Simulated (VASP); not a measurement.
# Ni3Ge (Pm-3m) in VASP: notebook, part 2 of 2

VASP 6.6.1. Earlier steps stand in the parts before.

## 3. Single point, PBEsol

This run uses another cell than the first one, of 11.10 Å³/atom, 1.014 times its volume.

The input, INCAR:

```
  ALGO = Normal
  EDIFF = 1E-6
  ENCUT = 520
  GGA = PS
  ISIF = 2
  ISMEAR = 0
  LASPH = True
  LCHARG = False
  LREAL = False
  LWAVE = False
  NBANDS = 30
  NELM = 100
  PREC = Accurate
  SIGMA = 0.1
```

The input, KPOINTS:

```
k-points
0
Gamma
  12 12 12
```

The input, POSCAR:

```
Ni3Ge
1.0
    3.5414294402      0.0000000000      0.0000000000
    0.0000000000      3.5414294402      0.0000000000
    0.0000000000      0.0000000000      3.5414294402
Ni Ge
3 1
Direct
    0.5000000000      0.0000000000      0.5000000000
    0.0000000000      0.5000000000      0.5000000000
    0.5000000000      0.5000000000      0.0000000000
    0.0000000000      0.0000000000      0.0000000000
```

Potentials or basis: VASP PAW PBE potentials, release 64 (Ni, Ge_d).

Run with:

```sh
cat potpaw_PBE.64/Ni/POTCAR potpaw_PBE.64/Ge_d/POTCAR > POTCAR
mpirun -np 1 vasp_std > vasp.out
```

OUTCAR:

```text
EDIFF = 1E-6
   ENCUT = 520
   GGA = PS
   ISIF = 2
   ISMEAR = 0
   LASPH = True
   LREAL = False
   NELM = 100
   PREC = Accurate

 ion  position               nearest neighbor table
   1  0.500  0.000  0.500-   2 2.50   3 2.50   4 2.50   3 2.50   4 2.50   2 2.50   3 2.50   3 2.50
                             2 2.50   4 2.50   4 2.50   2 2.50
   2  0.000  0.500  0.500-   1 2.50   3 2.50   4 2.50   3 2.50   4 2.50   1 2.50   4 2.50   4 2.50
                             1 2.50   3 2.50   3 2.50   1 2.50
   3  0.500  0.500  0.000-   1 2.50   2 2.50   4 2.50   1 2.50   2 2.50   1 2.50   4 2.50   1 2.50
                             2 2.50   4 2.50   2 2.50   4 2.50
   4  0.000  0.000  0.000-   1 2.50   2 2.50   3 2.50   1 2.50   2 2.50   2 2.50   3 2.50   2 2.50
                             1 2.50   3 2.50   1 2.50   3 2.50

  LATTYP: Found a simple cubic cell.
 ALAT       =     3.5414294402

  Lattice vectors:

 A1 = (   3.5414294402,   0.0000000000,   0.0000000000)
 A2 = (   0.0000000000,   3.5414294402,   0.0000000000)
 A3 = (   0.0000000000,   0.0000000000,   3.5414294402)

Analysis of symmetry for initial positions (statically):
=====================================================================
 Subroutine PRICEL returns:
 Original cell was already a primitive cell.

[... 170 lines left out ...]
  free energy    TOTEN  =       -24.74005400 eV

  energy without entropy =      -24.72980824  energy(sigma->0) =      -24.73493112

 E-fermi :  10.0544     XC(G=0): -13.5938

 val. band max:       10.0414439472   @ k =   0.0833   0.0833   0.0000
 cond. band min:      10.0762736865   @ k =   0.4167   0.4167   0.3333
 fundamental gap:      0.0348297393
 Fermi energy:        10.0544402596

 k-point     1 :       0.0000    0.0000    0.0000
  band No.  band energies     occupation
      1     -14.5212      2.00000
      2     -14.5212      2.00000
      3     -14.5071      2.00000
      4     -14.5071      2.00000
      5     -14.5071      2.00000
      6      -2.4222      2.00000
[... 781 lines left out ...]
     29      19.8401      0.00000
     30      20.8766      0.00000

 [... further k-points ...]
[... 5 lines left out ...]
  --------------------------------------------------------------------------------------
  -------------------------------------------------------------------------------------
  Total       -0.7139998     -0.7139998     -0.7139998     -0.0000000      0.0000000     -0.0000000
  in kB      -25.7556741    -25.7556741    -25.7556741     -0.0000000      0.0000000     -0.0000000
  external PRESSURE =     -25.7556741 kB  Pullay stress =       0.0000000 kB

 VOLUME and BASIS-vectors are now :
 -----------------------------------------------------------------------------
  energy-cutoff  :      520.00
  volume of cell :       44.42
      direct lattice vectors                 reciprocal lattice vectors
     3.541429440  0.000000000  0.000000000     0.282371855  0.000000000  0.000000000
     0.000000000  3.541429440  0.000000000     0.000000000  0.282371855  0.000000000
     0.000000000  0.000000000  3.541429440     0.000000000  0.000000000  0.282371855

 POSITION                                       TOTAL-FORCE (eV/Angst)
 -----------------------------------------------------------------------------------
      1.77071      0.00000      1.77071         0.000000      0.000000      0.000000
      0.00000      1.77071      1.77071         0.000000      0.000000      0.000000
      1.77071      1.77071      0.00000         0.000000      0.000000      0.000000
      0.00000      0.00000      0.00000         0.000000      0.000000      0.000000
 -----------------------------------------------------------------------------------
    total drift:                                0.000000      0.000000      0.000000

  FREE ENERGIE OF THE ION-ELECTRON SYSTEM (eV)
  ---------------------------------------------------
  free  energy   TOTEN  =       -24.7400540001 eV

  energy  without entropy=      -24.7298082364  energy(sigma->0) =      -24.73493112
```

OSZICAR:

```text
N       E                     dE             d eps       ncg     rms          rms(c)
DAV:   1     0.312829964029E+03    0.31283E+03   -0.19937E+04  5634   0.335E+03
DAV:   2     0.113799322271E+02   -0.30145E+03   -0.28639E+03  5040   0.540E+02
DAV:   3    -0.270423006237E+02   -0.38422E+02   -0.37504E+02  5496   0.165E+02
DAV:   4    -0.282695386053E+02   -0.12272E+01   -0.12259E+01  5682   0.338E+01
DAV:   5    -0.282948065266E+02   -0.25268E-01   -0.25266E-01  6752   0.423E+00    0.186E+01
DAV:   6    -0.277226119309E+02    0.57219E+00   -0.33191E+01  5870   0.824E+01    0.152E+01
DAV:   7    -0.248276537883E+02    0.28950E+01   -0.12866E+01  5648   0.483E+01    0.351E+00
DAV:   8    -0.247508863664E+02    0.76767E-01   -0.38815E-01  5912   0.529E+00    0.965E-01
DAV:   9    -0.247417092265E+02    0.91771E-02   -0.19890E-02  6528   0.163E+00    0.334E-01
DAV:  10    -0.247400691867E+02    0.16400E-02   -0.22486E-03  6904   0.540E-01    0.927E-02
DAV:  11    -0.247400593737E+02    0.98130E-05   -0.21662E-04  5852   0.123E-01    0.381E-02
DAV:  12    -0.247400536351E+02    0.57385E-05   -0.28127E-05  5958   0.799E-02    0.726E-03
DAV:  13    -0.247400540001E+02   -0.36498E-06   -0.25646E-06  5212   0.163E-02
   1 F= -.24740054E+02 E0= -.24734931E+02  d E =-.102458E-01
```

Run time: 48 s. Hardware: 1 thread of Intel Xeon 6975P-C (Granite Rapids), shared host; peak memory 0.22 GiB.

Results:

- Free energy: -24.7401 eV
- Pressure: -2.6 GPa
- Band gap on the k mesh: zero (band 22 reaches 10.08 eV, above the bottom of band 23 at 9.85 eV)

Caveat: the PAW data sets were made with another functional, which shifts forces and pressure a little. Spin polarisation is off, so any magnetic state and its effect on volume and gap are missing.

## 4. Relaxation of cell and atoms, PBEsol, target pressure 30 GPa, at which the enthalpy is minimised

This run uses another cell than the first one, of 9.82 Å³/atom, 0.897 times its volume.

The input, INCAR:

```
SYSTEM = Ni3Ge
ALGO     = Fast           ! electronic algorithm
EDIFF    = 1E-6           ! SCF threshold, eV
EDIFFG   = -0.008         ! ionic threshold
ENCUT    = 600            ! plane-wave cutoff, eV
GGA      = PS             ! functional
IBRION   = 2              ! ionic algorithm
ISIF     = 3              ! what is computed and relaxed
ISMEAR   = 0              ! smearing method
LASPH    = .True.         ! aspherical terms in the spheres
LCHARG   = .False.        ! write CHGCAR
LREAL    = .False.        ! projectors in reciprocal space
LWAVE    = .False.        ! write WAVECAR
NELM     = 60             ! most SCF steps
NSW      = 70             ! ionic steps
PREC     = Accurate       ! precision mode
PSTRESS  = 300.0        
SIGMA    = 0.1            ! smearing width, eV
```

The input, KPOINTS:

```
k-points
0
Gamma
  12 12 12
  0 0 0
```

The input, POSCAR:

```
Ni3Ge
1.0
    3.3991245764      0.0000000000      0.0000000000
    0.0000000000      3.3991245764      0.0000000000
    0.0000000000      0.0000000000      3.3991245764
Ni Ge
3 1
Direct
    0.5000000000      0.0000000000      0.5000000000
    0.0000000000      0.5000000000      0.5000000000
    0.5000000000      0.5000000000      0.0000000000
    0.0000000000      0.0000000000      0.0000000000
```

Run with:

```sh
cat potpaw_PBE.64/Ni/POTCAR potpaw_PBE.64/Ge_d/POTCAR > POTCAR
mpirun -np 1 vasp_std > vasp.out
```

Run time: 2.4 min. Hardware: 1 thread of Intel Xeon 6975P-C (Granite Rapids), shared host; peak memory 0.23 GiB.

Results (log left out):

```yaml
Free_energy: -24.3685 eV
Relaxed_volume: 9.85 Å³/atom
Relaxed_cell: a = 3.403 Å, b = 3.403 Å, c = 3.403 Å, α = 90.00°, β = 90.00°, γ = 90.00°
Space_group_after_relaxing_to_0.05_Å: Pm-3m (No. 221)
Energy_change_on_relaxing_the_enthalpy_is_what_falls: -5.8 meV/atom
Ionic_steps: 3
Pressure_after_relaxing: 30.0 GPa
Band_gap_on_the_k_mesh: zero (band 22 reaches 11.98 eV, above the bottom of band 23 at 11.70 eV)
```

Step by step:
| step | energy change (eV) | largest force (eV/Å) | pressure (GPa) | volume (Å³) |
| --- | --- | --- | --- | --- |
| 1 | 0.0000 | 0.0000 | 31.26 | 39.27 |
| 2 | -0.0798 | 0.0000 | 27.09 | 39.71 |
| 3 | -0.0232 | 0.0000 | 30.02 | 39.40 |

Final structure:
```cif
data_structure
_symmetry_space_group_name_H-M 'P 1'
_symmetry_Int_Tables_number 1
_cell_length_a 3.4026
_cell_length_b 3.4026
_cell_length_c 3.4026
_cell_angle_alpha 90.000
_cell_angle_beta 90.000
_cell_angle_gamma 90.000
_cell_volume 39.40
loop_
_atom_site_label
_atom_site_type_symbol
_atom_site_fract_x
_atom_site_fract_y
_atom_site_fract_z
_atom_site_occupancy
Ni1 Ni 0.50000 0.00000 0.50000 1
Ni2 Ni 0.00000 0.50000 0.50000 1
Ni3 Ni 0.50000 0.50000 0.00000 1
Ge1 Ge 0.00000 0.00000 0.00000 1
```

Levels at points of the mesh, in eV from the Fermi level:
| k point | band 19 | band 20 | band 21 | band 22 | band 23 | band 24 | band 25 | band 26 |
| --- | --- | --- | --- | --- | --- | --- | --- | --- |
| (0.00, 0.00, 0.00) | -0.68 | -0.68 | -0.33 | 0.04 | 0.04 | 0.04 | 5.00 | 7.57 |
| (0.50, 0.00, 0.00) | -1.47 | -1.35 | -0.63 | 0.04 | 4.04 | 4.04 | 5.60 | 6.17 |
| (0.50, 0.50, 0.00) | -1.39 | -1.30 | -1.10 | -1.09 | 0.75 | 0.75 | 6.42 | 7.14 |
| (0.50, 0.50, 0.50) | -1.37 | -1.37 | -0.78 | -0.23 | -0.23 | -0.23 | 1.12 | 4.81 |

Caveat: the cell is relaxed towards a set pressure, so the enthalpy falls and the energy may rise; the PAW data sets were made with another functional, which shifts forces and pressure a little.

## 5. Summary

| task | cell | cutoff (eV) | gap on the mesh (eV) | pressure (GPa) |
| --- | --- | --- | --- | --- |
| single point | a = 3.525 Å, 4 atoms | 520 | none | 0.4 |
| single point | a = 3.541 Å, 4 atoms | 520 | none | -2.6 |
| relaxation of cell and atoms | relaxed to 30 GPa from a = 3.399 Å, 4 atoms | 600 | none | 30.0 |

Alike in all rows: level PBEsol; potentials or basis VASP PAW PBE potentials, release 64 (Ni, Ge_d); no spin polarisation; k mesh 12 × 12 × 12; smearing gaussian 0.1 eV.

Caveats: the PAW data sets were made with another functional, which shifts forces and pressure a little; the cell is relaxed towards a set pressure, so the enthalpy falls and the energy may rise (some runs).

Total energies depend on the potentials used, so only differences within one code and one set of settings carry meaning.
